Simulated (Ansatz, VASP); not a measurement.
## Ir in VASP and in Ansatz

```xyz
1
Lattice="0.0000 1.9197 1.9917 1.9197 0.0000 1.9917 1.9197 1.9197 0.0000" Properties=species:S:1:pos:R:3 pbc="T T T"
Ir    0.0000    0.0000    0.0000
```

Change from the starting cell: strain +0.0375 x Voigt [0, 0, 1, 0, 0, 0], atoms carried along.

Alike in both runs: task single point; functional r2SCAN; k mesh 22 × 22 × 22; occupations gaussian, width 0.15 eV; no spin polarisation.

|  | VASP | Ansatz |
| --- | --- | --- |
| version | VASP 6.6.1 | Ansatz 0.2.0 |
| potentials or method | VASP PAW PBE potentials, release 64 (Ir), cutoff 520 eV | scalar-relativistic, plane waves, PAW |
| valence electrons in the cell | 9 | 17 |

```tsv
	VASP	Ansatz	Ansatz less VASP
gap on the k mesh at the Fermi level (eV)	none	none	-
pressure (GPa)	-8.9	-11.0	-2.10
traceless stress, the component that is largest in VASP (GPa)	-8.58	-8.57	+0.008
```

VASP's potentials were made for PBE, not for r2SCAN. A gap of «none» marks a metal or a gap that the smearing closes. The functional is the same, so the differences come from potentials, cutoffs and numerics. VASP's potentials hold 9 valence electrons a cell and Ansatz's 17, so a difference there can come from the potentials and not from the codes.

Neither program's run includes spin-orbit coupling.
